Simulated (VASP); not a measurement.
Input of a VASP 6.6.1 run:

File INCAR:

```
PREC     = Accurate       # precision mode
ENCUT    = 520            # plane-wave cutoff, eV
EDIFF    = 1E-7           # SCF threshold, eV
ISMEAR   = -1             # smearing method
SIGMA    = 0.15           # smearing width, eV
LREAL    = Auto         
LASPH    = T              # aspherical terms in the spheres
NELM     = 80             # most SCF steps
ALGO     = Normal         # electronic algorithm
ISIF     = 2              # what is computed and relaxed
LWAVE    = F              # write WAVECAR
LCHARG   = F              # write CHGCAR
GGA      = PE             # functional
NBANDS   = 88             # bands
```

File KPOINTS:

```
Automatic mesh
0
Gamma
  3 3 1
```

Contents of POSCAR:

```
W8C9
1.0
    5.7490600000      0.0000000000      0.0000000000
    0.0000000000      5.6331800000      0.0000000000
    0.0000000000      0.0000000000     15.1490270000
W C
8 9
Direct
    0.0000000000      0.0000000000      0.0660108402
    0.2540937127     -0.0117162952      0.2332361016
    0.0000000000      0.5000017752      0.0660108402
    0.2280024908      0.4964158788      0.2411375991
    0.4999947818      0.0000000000      0.0660108402
    0.7447652312     -0.0075623360      0.2372495606
    0.4999947818      0.5000017752      0.0660108402
    0.7186740093      0.5048125570      0.2346421325
    0.0024003924      0.2448173146      0.1722222820
    0.2626168452      0.2718890573      0.3435600187
   -0.0180377314      0.7343809358      0.1702683611
    0.4707030367      0.8778878005      0.3460090209
    0.4794348989      0.2415154495      0.1803020088
    0.6970530835      0.2284145012      0.3347541727
    0.4709117664      0.7258599938      0.1660568695
    0.6106215625      0.7095814442      0.3255852670
    0.4738165891      0.1413943811      0.3614027488
```

Potentials or basis: VASP PAW PBE potentials, release 64 (W_sv, C).

Launch:

```bash
$ cat potpaw_PBE.64/W_sv/POTCAR potpaw_PBE.64/C/POTCAR > POTCAR
$ mpirun -np 1 vasp_std > vasp.out
```

Problem. Predict the band gap on the k mesh.

Solution. Zero (band 74 reaches 1.02 eV, above the bottom of band 75 at 0.94 eV).

Problem. What does it give for the largest force?

Solution. 4.594 eV/Å.

Forces in eV/Å, atoms in the order of the input:
```
W   -0.045 -0.005  0.675
W   -2.246  1.366 -0.292
W   -0.496 -0.522  0.271
W    0.424 -0.642 -0.997
W   -0.418  0.058  0.521
W   -0.267  0.134 -1.631
W   -0.470 -1.180 -0.412
W    2.897 -3.443 -0.926
C   -0.344 -0.083  0.571
C    1.225 -1.026 -0.796
C    0.470  1.016  0.809
C   -2.355  2.609  1.129
C    0.729  0.578 -1.702
C   -0.245  0.751  0.200
C    0.333  1.427  1.011
C    1.341 -0.954  1.064
C   -0.534 -0.083  0.504
```

Caveat: the k points lie up to 0.37 Å⁻¹ apart; spin-orbit coupling is left out, which moves the levels of the heavy elements.
